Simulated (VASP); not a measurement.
# Cu in VASP: further runs

Runs on Cu. Level: PBE. Tasks: electric field gradients.

All numbers are computed with VASP 6.6.1; they aren't measurements. Logs are shortened: lines on timing, memory, paths and dates and some standing lists are left out, and cuts for length are marked.

**1. The cell of the first run**

The structure is tetragonal, space group I4/mmm (No. 139). Conventional cell: a = 2.556 Å, b = 2.556 Å, c = 3.723 Å, α = 90.00°, β = 90.00°, γ = 90.00°. Cu (site symmetry 4/mmm) has 12 Cu at 2.56 to 2.59 Å within 3.4 Å.

**2. Electric field gradients, PBE (zz strain of +3 %)**

Input file INCAR:

```
PREC = Accurate
ENCUT = 520
EDIFF = 1E-8
ISMEAR = -1
SIGMA = 0.08
LREAL = False
LASPH = True
NELM = 80
ALGO = Normal
ISIF = 2
LWAVE = False
LCHARG = False
GGA = PE
LEFG = True
NBANDS = 12
```

Input file KPOINTS:

```
regular mesh
0
Gamma
  19 19 19
```

Input file POSCAR:

```
Cu
1.0
    0.0000000000      1.8075000000      1.8617250000
    1.8075000000      0.0000000000      1.8617250000
    1.8075000000      1.8075000000      0.0000000000
Cu
1
Direct
    0.0000000000      0.0000000000      0.0000000000
```

Potentials or basis: VASP PAW PBE potentials, release 64 (Cu).

Launch:

```sh
> cat potpaw_PBE.64/Cu/POTCAR > POTCAR
> mpirun -np 1 vasp_std > vasp.out
```

OUTCAR:

```text
PREC = Accurate
   ENCUT = 520
   EDIFF = 1E-8
   ISMEAR = -1
   LREAL = False
   LASPH = True
   NELM = 80
   ISIF = 2
   GGA = PE

 ion  position               nearest neighbor table
   1  0.000  0.000  0.000-

  LATTYP: Found a body centered tetragonal cell.
 ALAT       =     2.5561910140
 C/A-ratio  =     1.4566399692

  Lattice vectors:

 A1 = (  -1.8075000000,   0.0000000000,   1.8617250000)
 A2 = (   1.8075000000,   0.0000000000,   1.8617250000)
 A3 = (   0.0000000000,   1.8075000000,  -1.8617250000)

Analysis of symmetry for initial positions (statically):
=====================================================================
 Subroutine PRICEL returns:
 Original cell was already a primitive cell.

 Routine SETGRP: Setting up the symmetry group for a
 body centered tetragonal supercell.

 Subroutine GETGRP returns: Found 16 space group operations
 (whereof 16 operations were pure point group operations)
 out of a pool of 16 trial point group operations.

The static configuration has the point symmetry D_4h.

Analysis of symmetry for dynamics (positions and initial velocities):
=====================================================================
 Subroutine PRICEL returns:
 Original cell was already a primitive cell.

 Routine SETGRP: Setting up the symmetry group for a
 body centered tetragonal supercell.

 Subroutine GETGRP returns: Found 16 space group operations
 (whereof 16 operations were pure point group operations)
 out of a pool of 16 trial point group operations.

The dynamic configuration has the point symmetry D_4h.

 Subroutine INISYM returns: Found 16 space group operations
 (whereof 16 operations are pure point group operations),
 and found     1 'primitive' translations

----------------------------------------------------------------------------------------

                                     Primitive cell

  volume of cell :      12.1647

  direct lattice vectors                    reciprocal lattice vectors
     0.000000000  1.807500000  1.861725000    -0.276625173  0.276625173  0.268568129
     1.807500000  0.000000000  1.861725000     0.276625173 -0.276625173  0.268568129
     1.807500000  1.807500000  0.000000000     0.276625173  0.276625173 -0.268568129

  length of vectors
     2.594817185  2.594817185  2.556191014     0.474522721  0.474522721  0.474522721

  position of ions in fractional coordinates (direct lattice)
     0.000000000  0.000000000  0.000000000

  ion indices of the primitive-cell ions
   primitive index   ion index
                 1           1

----------------------------------------------------------------------------------------

 KPOINTS: regular mesh

Automatic generation of k-mesh.
 Grid dimensions read from file:
 generate k-points for:   19   19   19

 Generating k-lattice:

  Cartesian coordinates                     Fractional coordinates (reciprocal lattice)
    -0.014559220  0.014559220  0.014135165     0.052631579  0.000000000  0.000000000
     0.014559220 -0.014559220  0.014135165     0.000000000  0.052631579  0.000000000
     0.014559220  0.014559220 -0.014135165     0.000000000  0.000000000  0.052631579

  Length of vectors
     0.024974880  0.024974880  0.024974880

  Shift w.r.t. Gamma in fractional coordinates (k-lattice)
     0.000000000  0.000000000  0.000000000

 Subroutine IBZKPT returns following result:
 ===========================================

 Found    550 irreducible k-points:

 Following reciprocal coordinates:
            Coordinates               Weight
  0.000000  0.000000  0.000000      1.000000
  0.052632 -0.000000  0.000000      8.000000
  0.105263 -0.000000  0.000000      8.000000
  0.157895  0.000000  0.000000      8.000000
  0.210526  0.000000  0.000000      8.000000
  0.263158  0.000000  0.000000      8.000000
[... 16 lines left out ...]
 -0.315789  0.052632  0.000000      8.000000
 -0.263158  0.052632  0.000000      8.000000
 [... further k-points ...]
   k-points           NKPTS =    550   k-points in BZ     NKDIM =    550   number of bands    NBANDS=     12
   number of dos      NEDOS =    301   number of ions     NIONS =      1
   total plane-waves  NPLWV =   8000
   dimension x,y,z NGX =    20 NGY =   20 NGZ =   20
   dimension x,y,z NGXF=    40 NGYF=   40 NGZF=   40
   ions per type =               1
   NGX,Y,Z   is equivalent  to a cutoff of  12.81, 12.81, 13.01 a.u.
   NGXF,Y,Z  is equivalent  to a cutoff of  25.63, 25.63, 26.01 a.u.
 SYSTEM =  unknown system
   PREC   = accura    normal or accurate (medium, high low for compatibility)
   ISTART =      0    job   : 0-new  1-cont  2-samecut
   ICHARG =      2    charge: 1-file 2-atom 10-const
   ISPIN  =      1    spin polarized calculation?
   LNONCOLLINEAR =      F non collinear calculations
   LSORBIT =      F    spin-orbit coupling
   LASPH  =      T    aspherical Exc in radial PAW
   ENCUT  =  520.0 eV  38.22 Ry    6.18 a.u.   4.82  4.82  4.75*2*pi/ulx,y,z
   NELM   =     80;   NELMIN=  2; NELMDL= -5     # of ELM steps
   EDIFF  = 0.1E-07   stopping-criterion for ELM
   LREAL  =      F    real-space projection
   EDIFFG = 0.1E-06   stopping-criterion for IOM
   NSW    =      0    number of steps for IOM
   IBRION =     -1    ionic relax: 0-MD 1-quasi-New 2-CG
   NFREE  =      0    steps in history (QN), initial steepest desc. (CG)
   ISIF   =      2    stress and relaxation
   ISYM   =      2    0-nonsym 1-usesym 2-fastsym
   POTIM  = 0.5000    time-step for ionic-motion
   TEBEG  =    0.0;   TEEND  =   0.0 temperature during run
   PSTRESS=    0.0 pullay stress
   NELECT =      11.0000    total number of electrons
   NUPDOWN=      -1.0000    fix difference up-down
   EMIN   =  10.00;   EMAX   =-10.00  energy-range for DOS
   EFERMI =   0.00;   METHOD = LEGACY
   ISMEAR =    -1;   SIGMA  =   0.08  broadening in eV -4-tet -1-fermi 0-gaus
   EFERMI_NEDOS =   21; number of points for ismear=-14 and -15
   IALGO  =     38    algorithm
   IMIX   =      4    mixing-type and parameters
     AMIX     =   0.40;   BMIX     =  1.00
     AMIX_MAG =   1.60;   BMIX_MAG =  1.00
  volume/ion in A,a.u.               =      12.16        82.09
  Fermi-wavevector in a.u.,A,eV,Ry     =   1.583088  2.991602 34.098474  2.506167
  Thomas-Fermi vector in A             =   2.682912
   LORBIT       =      0    0 simple, 1 ext, 2 COOP (PROOUT), +10 PAW based schemes
   GGA     = PE    functional components
   LHFCALC =     F    Hartree Fock is set to
   AEXX    =    0.0000 exact exchange contribution
   IVDW    =     0    specifies the selected vdW correction
   LEPSILON=     F    determine dielectric tensor
   LRPA    =     F    only Hartree local field effects (RPA)
 non-spin polarized calculation
  energy-cutoff  :      520.00
  volume of cell :       12.16
 maximum number of plane-waves:       342
   NGX =  9   NGY =  9   NGZ =  9

 number of electron      10.9999992 magnetization

 Free energy of the ion-electron system (eV)
  ---------------------------------------------------
  ext. energy  EPLUGINS =         0.00000000
  ---------------------------------------------------
  free energy    TOTEN  =        -3.72783992 eV

  energy without entropy =       -3.72050122  energy(sigma->0) =       -3.72417057

 E-fermi :   7.2586     XC(G=0): -12.5557

 val. band max:        7.2576565326   @ k =  -0.4737   0.2105   0.1579
 cond. band min:       7.2646690084   @ k =  -0.3684   0.0526   0.1579
 fundamental gap:      0.0070124758
 Fermi energy:         7.2585811600

 k-point     1 :       0.0000    0.0000    0.0000
  band No.  band energies     occupation
      1      -1.9038      2.00000
      2       4.1891      2.00000
      3       4.3299      2.00000
      4       4.3299      2.00000
      5       4.9942      2.00000
      6       5.1332      2.00000
      7      29.5980      0.00000
      8      31.9524      0.00000
      9      32.0336      0.00000
     10      32.0336      0.00000
     11      34.4565      0.00000
     12      34.4716      0.00000

 k-point     2 :       0.0526   -0.0000    0.0000
  band No.  band energies     occupation
      1      -1.8049      2.00000
      2       4.1941      2.00000
      3       4.3229      2.00000
      4       4.3481      2.00000
      5       4.9886      2.00000
      6       5.1244      2.00000
      7      28.9933      0.00000
      8      30.7701      0.00000
      9      31.6332      0.00000
     10      31.7181      0.00000
     11      34.9225      0.00000
     12      34.9845      0.00000

 k-point     3 :       0.1053   -0.0000    0.0000
  band No.  band energies     occupation
      1      -1.5109      2.00000
      2       4.1792      2.00000
      3       4.3296      2.00000
      4       4.3970      2.00000
      5       4.9787      2.00000
      6       5.1035      2.00000
      7      26.7220      0.00000
      8      30.2254      0.00000
      9      30.9828      0.00000
     10      31.1267      0.00000
     11      35.9426      0.00000
     12      35.9685      0.00000

 k-point     4 :       0.1579    0.0000    0.0000
  band No.  band energies     occupation
      1      -1.0315      2.00000
      2       4.1209      2.00000
      3       4.3650      2.00000
      4       4.4569      2.00000
      5       4.9871      2.00000
      6       5.0890      2.00000
      7      24.0257      0.00000
      8      29.9392      0.00000
      9      30.3869      0.00000
     10      30.5572      0.00000
     11      35.9413      0.00000
     12      36.8147      0.00000

 k-point     5 :       0.2105    0.0000    0.0000
  band No.  band energies     occupation
      1      -0.3876      2.00000
      2       4.0591      2.00000
      3       4.3825      2.00000
      4       4.4951      2.00000
      5       5.0444      2.00000
      6       5.1110      2.00000
      7      21.3591      0.00000
      8      29.4854      0.00000
      9      29.9732      0.00000
     10      30.0875      0.00000
     11      35.2029      0.00000
     12      36.6230      0.00000
[... 228 lines left out ...]
      1       2.2860      2.00000
      2       4.1775      2.00000
      3       4.3588      2.00000
      4       5.1516      2.00000
      5       5.5110      2.00000
      6       6.2531      1.99999
      7      11.8011      0.00000
      8      26.0390      0.00000
      9      28.9287      0.00000
     10      29.3952      0.00000
     11      32.6350      0.00000
     12      33.0671      0.00000

 k-point    22 :      -0.3684    0.0526    0.0000
  band No.  band energies     occupation
      1       2.0312      2.00000
      2       4.2220      2.00000
      3       4.3944      2.00000
      4       4.6765      2.00000
      5       5.4032      2.00000
      6       5.7857      2.00000
      7      13.5450      0.00000
      8      25.9696      0.00000
      9      29.3026      0.00000
     10      30.1134      0.00000
     11      32.5926      0.00000
     12      33.5549      0.00000

 k-point    23 :      -0.3158    0.0526    0.0000
  band No.  band energies     occupation
      1       1.4951      2.00000
      2       4.2097      2.00000
      3       4.2928      2.00000
      4       4.4464      2.00000
      5       5.2680      2.00000
      6       5.5350      2.00000
      7      15.6563      0.00000
      8      26.0734      0.00000
      9      29.7868      0.00000
     10      30.7776      0.00000
     11      32.9584      0.00000
     12      34.1525      0.00000

 k-point    24 :      -0.2632    0.0526    0.0000
  band No.  band energies     occupation
      1       0.7409      2.00000
      2       4.0320      2.00000
      3       4.3401      2.00000
      4       4.4992      2.00000
      5       5.1321      2.00000
      6       5.3459      2.00000
      7      17.9922      0.00000
      8      26.3370      0.00000
      9      30.3219      0.00000
     10      31.2602      0.00000
     11      33.8353      0.00000
     12      34.7311      0.00000

 [... further k-points ...]
[... 5 lines left out ...]
  --------------------------------------------------------------------------------------
  -------------------------------------------------------------------------------------
  Total       -0.1005328     -0.1005328     -0.2149226      0.0000000     -0.0000000      0.0000000
  in kB      -13.2408612    -13.2408612    -28.3067783      0.0000000     -0.0000000      0.0000000
  external PRESSURE =     -18.2628336 kB  Pullay stress =       0.0000000 kB

 VOLUME and BASIS-vectors are now :
 -----------------------------------------------------------------------------
  energy-cutoff  :      520.00
  volume of cell :       12.16
      direct lattice vectors                 reciprocal lattice vectors
     0.000000000  1.807500000  1.861725000    -0.276625173  0.276625173  0.268568129
     1.807500000  0.000000000  1.861725000     0.276625173 -0.276625173  0.268568129
     1.807500000  1.807500000  0.000000000     0.276625173  0.276625173 -0.268568129

 POSITION                                       TOTAL-FORCE (eV/Angst)
 -----------------------------------------------------------------------------------
      0.00000      0.00000      0.00000        -0.000000      0.000000      0.000000
 -----------------------------------------------------------------------------------
    total drift:                                0.000000     -0.000000      0.000000

  FREE ENERGIE OF THE ION-ELECTRON SYSTEM (eV)
  ---------------------------------------------------
  free  energy   TOTEN  =        -3.7278399173 eV

  energy  without entropy=       -3.7205012235  energy(sigma->0) =       -3.72417057

 Electric field gradients (V/A^2)
---------------------------------------------------------------------
 ion       V_xx      V_yy      V_zz      V_xy      V_xz      V_yz
---------------------------------------------------------------------
   1      -0.198    -0.198     0.396     0.005     0.001     0.001
---------------------------------------------------------------------

 Electric field gradients after diagonalization (V/A^2)
 (convention: |V_zz| > |V_xx| > |V_yy|)
----------------------------------------------------------------------
 ion       V_xx      V_yy      V_zz     asymmetry (V_yy - V_xx)/ V_zz
----------------------------------------------------------------------
   1      -0.203    -0.193     0.396       0.026
----------------------------------------------------------------------

           NMR quadrupolar parameters

 Cq : quadrupolar parameter    Cq=e*Q*V_zz/h
 eta: asymmetry parameters     (V_yy - V_xx)/ V_zz
 Q  : nuclear electric quadrupole moment in mb (millibarn)
----------------------------------------------------------------------
 ion       Cq(MHz)       eta       Q (mb)
----------------------------------------------------------------------
   1       0.001       0.026       1.000
----------------------------------------------------------------------
```

Run time: 1.7 min. Hardware: 1 thread of Intel Xeon 8259CL, shared host; peak memory 0.19 GiB.

What came out:

| Quantity | Value |
| --- | --- |
| Free energy | -3.7278 eV |
| Pressure | -1.8 GPa |
| Band gap on the k mesh | zero (an odd number of electrons rules out a gap without spin polarisation) |
| Largest electric field gradient by atom | Cu +0.4 V/Å² |

Electric field gradients, principal values (V/Å²):
| atom | least | middle | greatest (by size) |
| --- | --- | --- | --- |
| 1 Cu | -0.193 | -0.203 | 0.396 |

Caveat: the cell differs from its parent crystal (zz strain of +3 %); without QUAD_EFG the Cq values of the log hold for a quadrupole moment of 1 mb, not for the nuclei.

(Part 1 of 2 ends here.)
